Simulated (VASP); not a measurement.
Set up this calculation in VASP 6.6.1, as the native input.

```yaml
Task: single point
Functional: HSE06
Potentials_or_basis: VASP PAW PBE potentials, release 64 (Be, S)
Cutoff: 520 eV
k_mesh: 4 × 4 × 4
Occupations: gaussian, width 0.01 eV
Spin: no spin polarisation
Dipole_correction: no
Grid_for_exact_exchange_PRECFOCK: Normal
Further_INCAR_settings: ALGO = Normal; EDIFF = 1e-07; NBANDS = 11
Screening_parameter: 0.2079 1/Å
```

Crystal: BeS.

```xyz
2
Lattice="0.0000 2.3173 2.3173 2.3173 0.0000 2.3173 2.3173 2.3173 0.0000" Properties=species:S:1:pos:R:3 pbc="T T T"
Be    0.0000    0.0000    0.0000
S     2.3173    2.3173    2.3173
```

These files were run (other wordings do the same):

POSCAR

```
BeS
1.0
    0.0000000000      2.3172971969      2.3172971969
    2.3172971969      0.0000000000      2.3172971969
    2.3172971969      2.3172971969      0.0000000000
Be S
1 1
Direct
    0.0000000000      0.0000000000      0.0000000000
    0.5000000000      0.5000000000      0.5000000000
```

INCAR.step1

```
PREC = Accurate
ENCUT = 520
EDIFF = 1E-5
ISMEAR = 0
SIGMA = 0.01
LREAL = False
LASPH = True
NELM = 100
ALGO = Normal
ISIF = 2
LWAVE = True
LCHARG = False
NBANDS = 11
GGA = PE
```

INCAR.step2

```
PREC = Accurate
ENCUT = 520
EDIFF = 1E-7
ISMEAR = 0
SIGMA = 0.01
LREAL = False
LASPH = True
NELM = 100
ALGO = Normal
ISIF = 2
LWAVE = False
LCHARG = False
GGA = PE
LHFCALC = True
HFSCREEN = 0.2079
PRECFOCK = Normal
NBANDS = 11
ISTART = 1
```

KPOINTS

```
Automatic mesh
0
Gamma
  4 4 4
```

Potentials or basis: VASP PAW PBE potentials, release 64 (Be, S).

Launch:

```sh
$ cat potpaw_PBE.64/Be/POTCAR potpaw_PBE.64/S/POTCAR > POTCAR
$ cp INCAR.step1 INCAR
$ mpirun -np 1 vasp_std > vasp.out
$ cp INCAR.step2 INCAR
$ mpirun -np 1 vasp_std > vasp.out
```

Results of the run:

The pressure is -0.7 GPa and the band gap on the k mesh is 2.07 eV, indirect (least direct gap 5.21 eV).

Caveat: the k points lie up to 0.59 Å⁻¹ apart; the PAW data sets were made with another functional, which shifts forces and pressure a little.

Wall time 3.8 min on 1 thread of Intel Xeon 8259CL, with other jobs on the host, peak memory 0.23 GiB.
